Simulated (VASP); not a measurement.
# Cl (Cmce) in VASP: dielectric tensor with PBEsol

Aim: the dielectric tensor of Cl with PBEsol.

All numbers are computed with VASP 6.6.1; they aren't measurements. Logs are shortened: lines on timing, memory, paths and dates and some standing lists are left out, and cuts for length are marked.

### 1 The cell of the first run

It takes space group Cmce (No. 64, orthorhombic). The conventional cell has a = 6.290 Å, b = 4.500 Å, c = 8.210 Å, α = 90.00°, β = 90.00°, γ = 90.00°. Within 2.7 Å of Cl (site symmetry m) lie 1 Cl at 2.02 Å.

### 2 Dielectric tensor, PBEsol

Input file INCAR:

```
  PREC = Accurate
  ENCUT = 520
  EDIFF = 1E-8
  ISMEAR = 0
  SIGMA = 0.01
  LREAL = F
  LASPH = T
  NELM = 100
  ALGO = Normal
  ISIF = 2
  LWAVE = F
  LCHARG = F
  GGA = PS
  LEPSILON = T
```

Input file KPOINTS:

```
regular mesh
0
Gamma
  6 6 4
```

Input file POSCAR:

```
Cl
1.0
    3.1450000000     -2.2500000000      0.0000000000
    3.1450000000      2.2500000000      0.0000000000
    0.0000000000      0.0000000000      8.2100000000
Cl
4
Direct
    0.3700000000      0.6300000000      0.4000000000
    0.1300000000      0.8700000000      0.9000000000
    0.6300000000      0.3700000000      0.6000000000
    0.8700000000      0.1300000000      0.1000000000
```

Potentials or basis: VASP PAW PBE potentials, release 64 (Cl).

On the command line:

```sh
$ cat potpaw_PBE.64/Cl/POTCAR > POTCAR
$ mpirun -np 1 vasp_std > vasp.out
```

OUTCAR:

```text
PREC = Accurate
   ENCUT = 520
   EDIFF = 1E-8
   ISMEAR = 0
   LREAL = F
   LASPH = T
   NELM = 100
   ISIF = 2
   GGA = PS
   LEPSILON = T

 ion  position               nearest neighbor table
   1  0.370  0.630  0.400-   3 2.02
   2  0.130  0.870  0.900-   4 2.02
   3  0.630  0.370  0.600-   1 2.02
   4  0.870  0.130  0.100-   2 2.02

  LATTYP: Found a base centered orthorhombic cell.
 ALAT       =     4.5000000000
 B/A-ratio  =     1.3977777778
 C/A-ratio  =     1.8244444444

  Lattice vectors:

 A1 = (  -3.1450000000,  -2.2500000000,   0.0000000000)
 A2 = (   3.1450000000,  -2.2500000000,   0.0000000000)
 A3 = (   0.0000000000,   0.0000000000,   8.2100000000)

Analysis of symmetry for initial positions (statically):
=====================================================================
 Subroutine PRICEL returns:
 Original cell was already a primitive cell.

 Routine SETGRP: Setting up the symmetry group for a
 base centered orthorhombic supercell.

 Subroutine GETGRP returns: Found  8 space group operations
 (whereof  4 operations were pure point group operations)
 out of a pool of  8 trial point group operations.

The static configuration has the point symmetry C_2h.
 The point group associated with its full space group is D_2h.

Analysis of symmetry for dynamics (positions and initial velocities):
=====================================================================
 Subroutine PRICEL returns:
 Original cell was already a primitive cell.

 Routine SETGRP: Setting up the symmetry group for a
 base centered orthorhombic supercell.

 Subroutine GETGRP returns: Found  8 space group operations
 (whereof  4 operations were pure point group operations)
 out of a pool of  8 trial point group operations.

The dynamic configuration has the point symmetry C_2h.
 The point group associated with its full space group is D_2h.

 Subroutine INISYM returns: Found  8 space group operations
 (whereof  4 operations are pure point group operations),
 and found     1 'primitive' translations

----------------------------------------------------------------------------------------

                                     Primitive cell

  volume of cell :     116.1920

  direct lattice vectors                    reciprocal lattice vectors
     3.145000000 -2.250000000  0.000000000     0.158982512 -0.222222222  0.000000000
     3.145000000  2.250000000  0.000000000     0.158982512  0.222222222  0.000000000
     0.000000000  0.000000000  8.210000000     0.000000000  0.000000000  0.121802680

  length of vectors
     3.866978795  3.866978795  8.210000000     0.273236445  0.273236445  0.121802680

  position of ions in fractional coordinates (direct lattice)
     0.370000000  0.630000000  0.400000000
     0.130000000  0.870000000  0.900000000
     0.630000000  0.370000000  0.600000000
     0.870000000  0.130000000  0.100000000

  ion indices of the primitive-cell ions
   primitive index   ion index
                 1           1
                 2           2
                 3           3
                 4           4

----------------------------------------------------------------------------------------

 KPOINTS: regular mesh

Automatic generation of k-mesh.
 Grid dimensions read from file:
 generate k-points for:    6    6    4

 Generating k-lattice:

  Cartesian coordinates                     Fractional coordinates (reciprocal lattice)
     0.026497085 -0.037037037  0.000000000     0.166666667  0.000000000  0.000000000
     0.026497085  0.037037037  0.000000000     0.000000000  0.166666667  0.000000000
     0.000000000  0.000000000  0.030450670     0.000000000  0.000000000  0.250000000

  Length of vectors
     0.045539408  0.045539408  0.030450670

  Shift w.r.t. Gamma in fractional coordinates (k-lattice)
     0.000000000  0.000000000  0.000000000

 Subroutine IBZKPT returns following result:
[... 80 lines left out ...]
 non-spin polarized calculation
 Gauss-broadening in eV      SIGMA  =   0.01
  energy-cutoff  :      520.00
  volume of cell :      116.19
 maximum number of plane-waves:      3157
 NGX is ok and might be reduce to    30
   NGX = 15   NGY = 15   NGZ = 31

--------------------------------------- Ionic step        1  -------------------------------------------

 number of electron      27.9999999 magnetization

 E-fermi :  -0.5615     XC(G=0):  -7.9188

 val. band max:       -0.6365195999   @ k =   0.5000   0.5000   0.0000
 cond. band min:       1.8426786530   @ k =   0.0000   0.0000   0.0000
 fundamental gap:      2.4791982528
 Fermi energy:        -0.5615246692

 k-point     1 :       0.0000    0.0000    0.0000
  band No.  band energies     occupation
      1     -17.2296      2.00000
      2     -17.0247      2.00000
      3     -13.2235      2.00000
      4     -12.6748      2.00000
      5      -5.9692      2.00000
      6      -5.1531      2.00000
[... 481 lines left out ...]
      5      -5.7389      2.00000
      6      -5.4577      2.00000
[... 10 lines left out ...]
     17       8.0335      0.00000
     18       8.3457      0.00000

 [... further k-points ...]

  FORCE on cell =-STRESS in cart. coord.  units (eV):
  Direction    XX          YY          ZZ          XY          YZ          ZX
  --------------------------------------------------------------------------------------
  -------------------------------------------------------------------------------------
  Total        0.1031733     -1.0259601     -1.5978472      0.0000000     -0.0000000      0.0000000
  in kB        1.4226618    -14.1470121    -22.0327900      0.0000000     -0.0000000      0.0000000
  external PRESSURE =     -11.5857134 kB  Pullay stress =       0.0000000 kB

 VOLUME and BASIS-vectors are now :
 -----------------------------------------------------------------------------
  energy-cutoff  :      520.00
  volume of cell :      116.19
      direct lattice vectors                 reciprocal lattice vectors
     3.145000000 -2.250000000  0.000000000     0.158982512 -0.222222222  0.000000000
     3.145000000  2.250000000  0.000000000     0.158982512  0.222222222  0.000000000
     0.000000000  0.000000000  8.210000000     0.000000000  0.000000000  0.121802680

 POSITION                                       TOTAL-FORCE (eV/Angst)
 -----------------------------------------------------------------------------------
      3.14500      0.58500      3.28400         0.000000     -0.247787      0.181765
      3.14500      1.66500      7.38900         0.000000      0.247787      0.181765
      3.14500     -0.58500      4.92600         0.000000      0.247787     -0.181765
      3.14500     -1.66500      0.82100         0.000000     -0.247787     -0.181765
 -----------------------------------------------------------------------------------
    total drift:                                0.000000     -0.000000      0.000000

  FREE ENERGIE OF THE ION-ELECTRON SYSTEM (eV)
  ---------------------------------------------------
  free  energy   TOTEN  =        -7.9665652075 eV

  energy  without entropy=       -7.9665652075  energy(sigma->0) =       -7.96656521

 HEAD OF MICROSCOPIC STATIC DIELECTRIC TENSOR (INDEPENDENT PARTICLE, excluding Hartree and local field effects)
 ------------------------------------------------------
           2.571823     0.000000     0.000000
           0.000000     3.803145    -0.000000
           0.000000    -0.000000     4.962363
 ------------------------------------------------------

 Free energy of the ion-electron system (eV)
  ---------------------------------------------------
  ---------------------------------------------------
  free energy    TOTEN  =        -0.46447069 eV

  energy without entropy =       -0.46447069

------------------------ aborting loop because EDIFF is reached ----------------------------------------

--------------------------------------- Ionic step        2  -------------------------------------------

------------------------ aborting loop because EDIFF is reached ----------------------------------------

--------------------------------------- Ionic step        3  -------------------------------------------

 Free energy of the ion-electron system (eV)
  ---------------------------------------------------
  ---------------------------------------------------
  free energy    TOTEN  =        -1.12369082 eV

  energy without entropy =       -1.12369082

------------------------ aborting loop because EDIFF is reached ----------------------------------------

 PIEZOELECTRIC TENSOR FIELD DIRECTION 3  (e Angst)
 -----------------------------------------------------------------------------
     0.00031  0.00000  0.00000           (  0.00000  0.00000  0.00000)
     0.00000  0.00253  0.00000           (  0.00000  0.00000  0.00000)
     0.00000  0.00000 -0.00105           (  0.00000  0.00000  0.00000)

 PIEZOELECTRIC TENSOR FIELD DIRECTION 3  (C/m^2)
 -----------------------------------------------------------------------------
     0.00004  0.00000  0.00000
     0.00000  0.00035  0.00000
     0.00000  0.00000 -0.00014

 MACROSCOPIC STATIC DIELECTRIC TENSOR (including local field effects in DFT)
 ------------------------------------------------------
           2.296779     0.000000     0.000000
           0.000000     3.069155     0.000000
           0.000000     0.000000     4.230782
 ------------------------------------------------------

 PIEZOELECTRIC TENSOR (including local field effects)  for field in x, y, z        (e  Angst)
          XX          YY          ZZ          XY          YZ          ZX
  --------------------------------------------------------------------------------
  x     0.00000     0.00000     0.00000     0.00000     0.00000     0.00000
  y     0.00000     0.00000     0.00000     0.00000     0.00000     0.00000
  z     0.00000     0.00000     0.00000     0.00000     0.00000     0.00000

 PIEZOELECTRIC TENSOR (including local field effects)  for field in x, y, z        (C/m^2)
          XX          YY          ZZ          XY          YZ          ZX
  --------------------------------------------------------------------------------
  x     0.00000     0.00000     0.00000     0.00000     0.00000     0.00000
  y     0.00000     0.00000     0.00000     0.00000     0.00000     0.00000
  z     0.00000     0.00000     0.00000     0.00000     0.00000     0.00000

 BORN EFFECTIVE CHARGES (including local field effects) (in |e|, cummulative output)
 ---------------------------------------------------------------------------------
 ion    1
    1     0.00000     0.00000     0.00000
    2     0.00000     0.00000    -0.27222
    3     0.00000    -0.41997     0.00000
 ion    2
    1     0.00000     0.00000     0.00000
    2     0.00000     0.00000     0.27222
    3     0.00000     0.41997     0.00000
 ion    3
    1     0.00000     0.00000     0.00000
    2     0.00000     0.00000    -0.27222
    3     0.00000    -0.41997     0.00000
 ion    4
    1     0.00000     0.00000     0.00000
    2     0.00000     0.00000     0.27222
    3     0.00000     0.41997     0.00000
```

Run time: 14 min. Hardware: 1 thread of Intel Xeon Platinum 8259CL at 2.50GHz (Skylake/Cascade Lake), shared host; peak memory 0.38 GiB.

What came out:

* Band gap on the k mesh: 2.48 eV (least direct gap 2.54 eV)
* Electronic dielectric tensor (diagonal): 2.30, 3.07, 4.23
* Born charges (mean of the diagonal): Cl +0.00 e

Electronic dielectric tensor:
```
2.30 0.00 0.00
0.00 3.07 0.00
0.00 0.00 4.23
```

Born effective charge tensors (e):
atom 1, Cl
```
 0.00  0.00  0.00
 0.00  0.00 -0.27
 0.00 -0.42  0.00
```
atom 2, Cl
```
0.00 0.00 0.00
0.00 0.00 0.27
0.00 0.42 0.00
```
atom 3, Cl
```
 0.00  0.00  0.00
 0.00  0.00 -0.27
 0.00 -0.42  0.00
```
atom 4, Cl
```
0.00 0.00 0.00
0.00 0.00 0.27
0.00 0.42 0.00
```

Caveat: this functional lacks dispersion, which holds the molecules together, so the pressure and a relaxed volume are unreliable; the PAW data sets were made with another functional, which shifts forces and pressure a little. A k mesh can miss the band edges.
